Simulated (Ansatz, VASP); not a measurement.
## One calculation of Be, two programs

```xyz
2
Lattice="2.2650 0.0000 0.0000 -1.1325 1.9616 0.0000 0.0000 0.0000 3.4929" Properties=species:S:1:pos:R:3 pbc="T T T"
Be    0.0000    1.3077    0.8732
Be    1.1325    0.6539    2.6197
```

Change from the starting cell: strain -0.015 along x and y, -0.030 along z, atoms carried along.

Alike in both runs: task single point; functional PBEsol; k mesh 24 × 24 × 14; occupations gaussian, width 0.15 eV; no spin polarisation.

|  | VASP | Ansatz |
| --- | --- | --- |
| version | VASP 6.6.1 | Ansatz 0.2.0 |
| potentials or method | VASP PAW PBE potentials, release 64 (Be), cutoff 520 eV | scalar-relativistic, plane waves, PAW |
| valence electrons in the cell | 4 | 4 |

VASP gave:

- gap on the k mesh at the Fermi level (eV): none
- pressure (GPa): 2.0
- traceless stress, the component that is largest in VASP (GPa): 5.18

Task: What did Ansatz give for the same quantities?

Result: gap on the k mesh at the Fermi level (eV): none; pressure (GPa): 1.6; traceless stress, the component that is largest in VASP (GPa): 5.12.

VASP's potentials were made for PBE, not for PBEsol. A gap of «none» marks a metal or a gap that the smearing closes. With one functional, cell and mesh, what is left measures potentials, basis and numerics.
